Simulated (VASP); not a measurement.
# AlAs (F-43m) in VASP: a series of runs

AlAs is run at these levels: PBE; tasks: single point.

Everything below comes from runs of VASP 6.6.1. Logs are shortened: lines on timing, memory, paths and dates and some standing lists are left out, and cuts for length are marked.

## 1. The cell of the first run

It takes space group F-43m (No. 216, cubic). The conventional cell has a = 5.840 Å, b = 5.840 Å, c = 5.840 Å, α = 90.00°, β = 90.00°, γ = 90.00°. Within 3.3 Å of Al (site symmetry -43m) lie 4 As at 2.53 Å. Within 3.3 Å of As (site symmetry -43m) lie 4 Al at 2.53 Å.

## 2. Single point, PBE (volume scaled by 1.06)

Contents of INCAR:

```
SYSTEM = AlAs
  PREC = Accurate
  ENCUT = 500
  EDIFF = 1E-6
  ISMEAR = 0
  SIGMA = 0.02
  LREAL = .FALSE.
  LASPH = .TRUE.
  NELM = 120
  ALGO = Normal
  ISIF = 2
  LWAVE = .FALSE.
  LCHARG = .FALSE.
  GGA = PE
  NBANDS = 11
  GGA_COMPAT = .FALSE.
```

Contents of KPOINTS:

```
regular mesh
0
G
  8 8 8
  0 0 0
```

Contents of POSCAR:

```
AlAs
1.0
    0.0000000000      2.9199739403      2.9199739403
    2.9199739403      0.0000000000      2.9199739403
    2.9199739403      2.9199739403      0.0000000000
Al As
1 1
Direct
    0.0000000000      0.0000000000      0.0000000000
    0.2500000000      0.2500000000      0.2500000000
```

Potentials or basis: VASP PAW PBE potentials, release 64 (Al, As).

Run with:

```
$ cat potpaw_PBE.64/Al/POTCAR potpaw_PBE.64/As/POTCAR > POTCAR
$ mpirun -np 1 vasp_std > vasp.out
```

OUTCAR:

```text
SYSTEM = AlAs
   PREC = Accurate
   ENCUT = 500
   EDIFF = 1E-6
   ISMEAR = 0
   LREAL = .FALSE.
   LASPH = .TRUE.
   NELM = 120
   ISIF = 2
   GGA = PE

 ion  position               nearest neighbor table
   1  0.000  0.000  0.000-   2 2.53   2 2.53   2 2.53   2 2.53
   2  0.250  0.250  0.250-   1 2.53   1 2.53   1 2.53   1 2.53

  LATTYP: Found a face centered cubic cell.
 ALAT       =     5.8399478806

  Lattice vectors:

 A1 = (   0.0000000000,   2.9199739403,   2.9199739403)
 A2 = (   2.9199739403,   0.0000000000,   2.9199739403)
 A3 = (   2.9199739403,   2.9199739403,   0.0000000000)

Analysis of symmetry for initial positions (statically):
=====================================================================
 Subroutine PRICEL returns:
 Original cell was already a primitive cell.

 Routine SETGRP: Setting up the symmetry group for a
 face centered cubic supercell.

 Subroutine GETGRP returns: Found 24 space group operations
 (whereof 24 operations were pure point group operations)
 out of a pool of 48 trial point group operations.

The static configuration has the point symmetry T_d .

Analysis of symmetry for dynamics (positions and initial velocities):
=====================================================================
 Subroutine PRICEL returns:
 Original cell was already a primitive cell.

 Routine SETGRP: Setting up the symmetry group for a
 face centered cubic supercell.

 Subroutine GETGRP returns: Found 24 space group operations
 (whereof 24 operations were pure point group operations)
 out of a pool of 48 trial point group operations.

The dynamic configuration has the point symmetry T_d .

 Subroutine INISYM returns: Found 24 space group operations
 (whereof 24 operations are pure point group operations),
 and found     1 'primitive' translations

----------------------------------------------------------------------------------------

                                     Primitive cell

  volume of cell :      49.7928

  direct lattice vectors                    reciprocal lattice vectors
     0.000000000  2.919973940  2.919973940    -0.171234405  0.171234405  0.171234405
     2.919973940  0.000000000  2.919973940     0.171234405 -0.171234405  0.171234405
     2.919973940  2.919973940  0.000000000     0.171234405  0.171234405 -0.171234405

  length of vectors
     4.129466748  4.129466748  4.129466748     0.296586689  0.296586689  0.296586689

  position of ions in fractional coordinates (direct lattice)
     0.000000000  0.000000000  0.000000000
     0.250000000  0.250000000  0.250000000

  ion indices of the primitive-cell ions
[... 79 lines left out ...]
   IBRION =     -1    ionic relax: 0-MD 1-quasi-New 2-CG
   NFREE  =      0    steps in history (QN), initial steepest desc. (CG)
   ISIF   =      2    stress and relaxation
   ISYM   =      2    0-nonsym 1-usesym 2-fastsym
   POTIM  = 0.5000    time-step for ionic-motion
   TEBEG  =    0.0;   TEEND  =   0.0 temperature during run
   PSTRESS=    0.0 pullay stress
   NELECT =       8.0000    total number of electrons
   NUPDOWN=      -1.0000    fix difference up-down
   EMIN   =  10.00;   EMAX   =-10.00  energy-range for DOS
   EFERMI =   0.00;   METHOD = LEGACY
   ISMEAR =     0;   SIGMA  =   0.02  broadening in eV -4-tet -1-fermi 0-gaus
   EFERMI_NEDOS =   21; number of points for ismear=-14 and -15
   IALGO  =     38    algorithm
   IMIX   =      4    mixing-type and parameters
     AMIX     =   0.40;   BMIX     =  1.00
     AMIX_MAG =   1.60;   BMIX_MAG =  1.00
  volume/ion in A,a.u.               =      24.90       168.01
  Fermi-wavevector in a.u.,A,eV,Ry     =   0.889985  1.681827 10.776803  0.792073
  Thomas-Fermi vector in A             =   2.011616
   LORBIT       =      0    0 simple, 1 ext, 2 COOP (PROOUT), +10 PAW based schemes
   GGA     = PE    functional components
   LHFCALC =     F    Hartree Fock is set to
   AEXX    =    0.0000 exact exchange contribution
   IVDW    =     0    specifies the selected vdW correction
   LEPSILON=     F    determine dielectric tensor
   LRPA    =     F    only Hartree local field effects (RPA)
 non-spin polarized calculation
 Gauss-broadening in eV      SIGMA  =   0.02
  energy-cutoff  :      500.00
  volume of cell :       49.79
 maximum number of plane-waves:      1283
   NGX = 15   NGY = 15   NGZ = 15

 number of electron       8.0000001 magnetization

 Free energy of the ion-electron system (eV)
  ---------------------------------------------------
  ext. energy  EPLUGINS =         0.00000000
  ---------------------------------------------------
  free energy    TOTEN  =        -9.35885173 eV

  energy without entropy =       -9.35885173  energy(sigma->0) =       -9.35885173

 E-fermi :   3.2548     XC(G=0):  -8.6822

 val. band max:        3.1294116622   @ k =   0.0000   0.0000   0.0000
 cond. band min:       4.4690103078   @ k =   0.0000   0.0000   0.0000
 fundamental gap:      1.3395986456
 Fermi energy:         3.2548486873

 k-point     1 :       0.0000    0.0000    0.0000
  band No.  band energies     occupation
      1      -8.2402      2.00000
      2       3.1294      2.00000
      3       3.1294      2.00000
      4       3.1294      2.00000
      5       4.4690      0.00000
      6       7.2582      0.00000
      7       7.2582      0.00000
      8       7.2582      0.00000
      9      11.5160      0.00000
     10      11.9582      0.00000
     11      11.9582      0.00000
[... 309 lines left out ...]
 k-point    24 :      -0.3750    0.2500    0.1250
  band No.  band energies     occupation
      1      -6.8032      2.00000
      2      -1.8069      2.00000
      3       0.6701      2.00000
      4       1.7397      2.00000
      5       6.5407      0.00000
      6       7.2948      0.00000
      7       9.4368      0.00000
      8      10.3952      0.00000
      9      11.1320      0.00000
     10      13.7416      0.00000
     11      14.8754      0.00000

 [... further k-points ...]
[... 5 lines left out ...]
  --------------------------------------------------------------------------------------
  -------------------------------------------------------------------------------------
  Total       -1.0299689     -1.0299689     -1.0299689      0.0000000     -0.0000000      0.0000000
  in kB      -33.1411658    -33.1411658    -33.1411658      0.0000000     -0.0000000      0.0000000
  external PRESSURE =     -33.1411658 kB  Pullay stress =       0.0000000 kB

 VOLUME and BASIS-vectors are now :
 -----------------------------------------------------------------------------
  energy-cutoff  :      500.00
  volume of cell :       49.79
      direct lattice vectors                 reciprocal lattice vectors
     0.000000000  2.919973940  2.919973940    -0.171234405  0.171234405  0.171234405
     2.919973940  0.000000000  2.919973940     0.171234405 -0.171234405  0.171234405
     2.919973940  2.919973940  0.000000000     0.171234405  0.171234405 -0.171234405

 POSITION                                       TOTAL-FORCE (eV/Angst)
 -----------------------------------------------------------------------------------
      0.00000      0.00000      0.00000        -0.000000      0.000000     -0.000000
      1.45999      1.45999      1.45999         0.000000     -0.000000      0.000000
 -----------------------------------------------------------------------------------
    total drift:                                0.000000      0.000000      0.000000

  FREE ENERGIE OF THE ION-ELECTRON SYSTEM (eV)
  ---------------------------------------------------
  free  energy   TOTEN  =        -9.3588517312 eV

  energy  without entropy=       -9.3588517312  energy(sigma->0) =       -9.35885173
```

OSZICAR:

```text
N       E                     dE             d eps       ncg     rms          rms(c)
DAV:   1     0.128394230254E+02    0.12839E+02   -0.29072E+03   638   0.522E+02
DAV:   2    -0.864658160387E+01   -0.21486E+02   -0.20407E+02   805   0.840E+01
DAV:   3    -0.955516890233E+01   -0.90859E+00   -0.90734E+00   794   0.173E+01
DAV:   4    -0.956272573847E+01   -0.75568E-02   -0.75560E-02   749   0.188E+00
DAV:   5    -0.956288236164E+01   -0.15662E-03   -0.15662E-03   789   0.262E-01    0.297E+00
DAV:   6    -0.938330688646E+01    0.17958E+00   -0.36412E-01   701   0.210E+00    0.170E+00
DAV:   7    -0.935787786308E+01    0.25429E-01   -0.15081E-01   725   0.149E+00    0.660E-01
DAV:   8    -0.935859324852E+01   -0.71539E-03   -0.11172E-02   698   0.478E-01    0.119E-01
DAV:   9    -0.935867667377E+01   -0.83425E-04   -0.46326E-04   770   0.115E-01    0.684E-02
DAV:  10    -0.935884767028E+01   -0.17100E-03   -0.25080E-04   697   0.815E-02    0.100E-02
DAV:  11    -0.935885107009E+01   -0.33998E-05   -0.25641E-05   775   0.203E-02    0.543E-03
DAV:  12    -0.935885173117E+01   -0.66108E-06   -0.22490E-06   716   0.781E-03
   1 F= -.93588517E+01 E0= -.93588517E+01  d E =-.545518E-21
```

It took 6.3 s on 1 thread of Intel Xeon 6975P-C (Granite Rapids), shared host; peak memory 0.17 GiB.

Results:

```
Free energy            : -9.3589 eV
Pressure               : -3.3 GPa
Band gap on the k mesh : 1.34 eV, direct
```

 A k mesh can miss the band edges.

## 3. Single point, PBE (volume scaled by 1.10)

Contents of INCAR:

```
PREC = Accurate ; ENCUT = 500
EDIFF = 1E-6 ; ISMEAR = 0
SIGMA = 0.02 ; LREAL = F
LASPH = T ; NELM = 120
ALGO = Normal ; ISIF = 2
LWAVE = F ; LCHARG = F
GGA = PE ; NBANDS = 11
GGA_COMPAT = F
```

Contents of KPOINTS:

```
Automatic mesh
0
Gamma
  8 8 8
```

Contents of POSCAR:

```
AlAs
1.0
    0.0000000000      2.9562506178      2.9562506178
    2.9562506178      0.0000000000      2.9562506178
    2.9562506178      2.9562506178      0.0000000000
Al As
1 1
Direct
    0.0000000000      0.0000000000      0.0000000000
    0.2500000000      0.2500000000      0.2500000000
```

Potentials or basis: VASP PAW PBE potentials, release 64 (Al, As).

Run with:

```
$ cat potpaw_PBE.64/Al/POTCAR potpaw_PBE.64/As/POTCAR > POTCAR
$ mpirun -np 1 vasp_std > vasp.out
```

OUTCAR:

```text
PREC = Accurate
   ENCUT = 500
   EDIFF = 1E-6
   ISMEAR = 0
   LREAL = F
   LASPH = T
   NELM = 120
   ISIF = 2
   GGA = PE

 ion  position               nearest neighbor table
   1  0.000  0.000  0.000-   2 2.56   2 2.56   2 2.56   2 2.56
   2  0.250  0.250  0.250-   1 2.56   1 2.56   1 2.56   1 2.56

  LATTYP: Found a face centered cubic cell.
 ALAT       =     5.9125012356

  Lattice vectors:

 A1 = (   0.0000000000,   2.9562506178,   2.9562506178)
 A2 = (   2.9562506178,   0.0000000000,   2.9562506178)
 A3 = (   2.9562506178,   2.9562506178,   0.0000000000)

Analysis of symmetry for initial positions (statically):
=====================================================================
 Subroutine PRICEL returns:
 Original cell was already a primitive cell.

 Routine SETGRP: Setting up the symmetry group for a
 face centered cubic supercell.

 Subroutine GETGRP returns: Found 24 space group operations
 (whereof 24 operations were pure point group operations)
 out of a pool of 48 trial point group operations.

The static configuration has the point symmetry T_d .

Analysis of symmetry for dynamics (positions and initial velocities):
[... 165 lines left out ...]

 k-point     1 :       0.0000    0.0000    0.0000
  band No.  band energies     occupation
      1      -8.3428      2.00000
      2       2.8466      2.00000
      3       2.8466      2.00000
      4       2.8466      2.00000
      5       3.9144      0.00000
      6       6.9136      0.00000
      7       6.9136      0.00000
      8       6.9136      0.00000
      9      11.0532      0.00000
     10      11.6035      0.00000
     11      11.6035      0.00000
[... 309 lines left out ...]
 k-point    24 :      -0.3750    0.2500    0.1250
  band No.  band energies     occupation
      1      -6.9972      2.00000
      2      -1.9720      2.00000
      3       0.4763      2.00000
      4       1.5140      2.00000
      5       6.1408      0.00000
      6       6.9868      0.00000
      7       9.0084      0.00000
      8       9.9572      0.00000
      9      10.7229      0.00000
     10      13.2967      0.00000
     11      14.3881      0.00000

 [... further k-points ...]
[... 5 lines left out ...]
  --------------------------------------------------------------------------------------
  -------------------------------------------------------------------------------------
  Total       -1.6414781     -1.6414781     -1.6414781     -0.0000000      0.0000000     -0.0000000
  in kB      -50.8969691    -50.8969691    -50.8969691     -0.0000000      0.0000000     -0.0000000
  external PRESSURE =     -50.8969691 kB  Pullay stress =       0.0000000 kB

 VOLUME and BASIS-vectors are now :
 -----------------------------------------------------------------------------
  energy-cutoff  :      500.00
  volume of cell :       51.67
      direct lattice vectors                 reciprocal lattice vectors
     0.000000000  2.956250618  2.956250618    -0.169133157  0.169133157  0.169133157
     2.956250618  0.000000000  2.956250618     0.169133157 -0.169133157  0.169133157
     2.956250618  2.956250618  0.000000000     0.169133157  0.169133157 -0.169133157

 POSITION                                       TOTAL-FORCE (eV/Angst)
 -----------------------------------------------------------------------------------
      0.00000      0.00000      0.00000         0.000000      0.000000      0.000000
      1.47813      1.47813      1.47813        -0.000000     -0.000000     -0.000000
 -----------------------------------------------------------------------------------
    total drift:                                0.000000      0.000000      0.000000

  FREE ENERGIE OF THE ION-ELECTRON SYSTEM (eV)
  ---------------------------------------------------
  free  energy   TOTEN  =        -9.3092410042 eV

  energy  without entropy=       -9.3092410042  energy(sigma->0) =       -9.30924100
```

OSZICAR:

```text
N       E                     dE             d eps       ncg     rms          rms(c)
DAV:   1     0.127152086469E+02    0.12715E+02   -0.27277E+03   638   0.512E+02
DAV:   2    -0.850925393370E+01   -0.21224E+02   -0.19909E+02   845   0.811E+01
DAV:   3    -0.949912452829E+01   -0.98987E+00   -0.98780E+00   809   0.176E+01
DAV:   4    -0.950753362231E+01   -0.84091E-02   -0.84085E-02   734   0.197E+00
DAV:   5    -0.950769947682E+01   -0.16585E-03   -0.16585E-03   815   0.275E-01    0.287E+00
DAV:   6    -0.933084458340E+01    0.17685E+00   -0.37995E-01   701   0.210E+00    0.164E+00
DAV:   7    -0.930818293606E+01    0.22662E-01   -0.14425E-01   727   0.144E+00    0.654E-01
DAV:   8    -0.930898224886E+01   -0.79931E-03   -0.11139E-02   695   0.473E-01    0.124E-01
DAV:   9    -0.930904946368E+01   -0.67215E-04   -0.49214E-04   752   0.115E-01    0.716E-02
DAV:  10    -0.930923667846E+01   -0.18721E-03   -0.29107E-04   697   0.861E-02    0.119E-02
DAV:  11    -0.930923967318E+01   -0.29947E-05   -0.28015E-05   789   0.208E-02    0.617E-03
DAV:  12    -0.930924081418E+01   -0.11410E-05   -0.23579E-06   707   0.834E-03    0.229E-03
DAV:  13    -0.930924100425E+01   -0.19007E-06   -0.22525E-07   443   0.227E-03
   1 F= -.93092410E+01 E0= -.93092410E+01  d E =-.124210E-21
```

stdout:

```text
POSCAR found type information on POSCAR AlAs
 POSCAR found :  2 types and       2 ions
 scaLAPACK will be used
 LDA part: xc-table for (Slater+PW92), standard interpolation
 POSCAR, INCAR and KPOINTS ok, starting setup
 FFT: planning ... GRIDC
 FFT: planning ... GRID_SOFT
 FFT: planning ... GRID
 WAVECAR not read
 entering main loop
```

It took 6.7 s on 1 thread of Intel Xeon 6975P-C (Granite Rapids), shared host; peak memory 0.16 GiB.

What came out:

```yaml
Free_energy: -9.3092 eV
Pressure: -5.1 GPa
Band_gap_on_the_k_mesh: 1.07 eV, direct
```

Levels at points of the mesh, in eV from the valence-band top:
| k point | band 1 | band 2 | band 3 | band 4 | band 5 | band 6 | band 7 | band 8 |
| --- | --- | --- | --- | --- | --- | --- | --- | --- |
| (0.00, 0.00, 0.00) | -11.19 | 0.00 | 0.00 | 0.00 | 1.07 | 4.07 | 4.07 | 4.07 |
| (0.50, 0.00, 0.00) | -10.05 | -5.04 | -0.73 | -0.73 | 1.67 | 4.57 | 4.57 | 7.47 |
| (0.50, 0.50, 0.00) | -9.62 | -5.01 | -1.90 | -1.90 | 1.64 | 2.26 | 9.33 | 9.33 |
